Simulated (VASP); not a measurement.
A run of VASP 6.6.1:

INCAR

```
SYSTEM = Se
ALGO = Normal ; EDIFF = 1E-7
ENCUT = 520 ; GGA = PE
ISIF = 2 ; ISMEAR = 0
IVDW = 12 ; LASPH = .TRUE.
LCHARG = .FALSE. ; LREAL = .FALSE.
LWAVE = .FALSE. ; NBANDS = 16
NELM = 60 ; PREC = Accurate
SIGMA = 0.05
```

KPOINTS

```
k-points
0
G
  9 9 8
  0 0 0
```

POSCAR

```
Se
1.0
    4.0681465756      0.0000000000      0.0000000000
   -2.0340732878      3.5231182808      0.0000000000
    0.0000000000      0.0000000000      5.1277306289
Se
3
Direct
    0.2627083307      0.0000000000      0.3333333333
    0.0000000000      0.2627083307      0.6666666667
    0.7372916693      0.7372916693      0.0000000000
```

Potentials or basis: VASP PAW PBE potentials, release 64 (Se).

Launch:

```bash
$ cat potpaw_PBE.64/Se/POTCAR > POTCAR
$ mpirun -np 1 vasp_std > vasp.out
```

Hardware: 1 thread of AMD EPYC 9R45 96-Core Processor (Zen 5), with other jobs on the host.

Task: Estimate the wall time of this run.

Result: Run time: 36 s on 1 thread of AMD EPYC 9R45 96-Core Processor (Zen 5), with other jobs on the host, peak memory 0.2 GiB. Counts: scf iterations 13, k points 81.
